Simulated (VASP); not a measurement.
CuO:

```
Cu O
1.0
     2.55255    0.00000    0.00000
     0.00000    2.55255    0.00000
     0.00000    0.00000    2.55255
Cu O
1 1
Direct
  0.00000 0.00000 0.00000
  0.50000 0.50000 0.50000
```

```yaml
Program: VASP 6.6.1
Task: relaxation of cell and atoms
Functional: PBE
Potentials_or_basis: VASP PAW PBE potentials, release 64 (Cu, O)
Cutoff: 600 eV
k_mesh: 10 × 10 × 10
Occupations: fermi-dirac, width 0.05 eV
Spin: no spin polarisation
Hubbard_terms: Cu d U = 1.0 eV
```

At the start: pressure 19.8 GPa; volume 8.32 Å³/atom.

Where does the relaxation end?

Over 3 steps the energy falls by 45.9 meV/atom and the volume is 9.13 Å³/atom (+9.8 %); space group Pm-3m (No. 221, to 0.1 Å) before and after.

The path:
```tsv
step	energy change (eV)	largest force (eV/Å)	pressure (GPa)	volume (Å³)
1	0.0000	0.0000	19.82	16.63
2	-0.0670	0.0000	-7.83	19.23
3	-0.0918	0.0000	0.07	18.26
```

Final structure:
```xyz
2
Lattice="2.6331 0.0000 0.0000 0.0000 2.6331 0.0000 0.0000 0.0000 2.6331" Properties=species:S:1:pos:R:3 pbc="T T T"
Cu    0.0000    0.0000    0.0000
O     1.3166    1.3166    1.3166
```

Caveat: an odd number of electrons without spin polarisation forces a metal; a magnetic or distorted state may lie lower; U without spin polarisation on a metal has little footing.
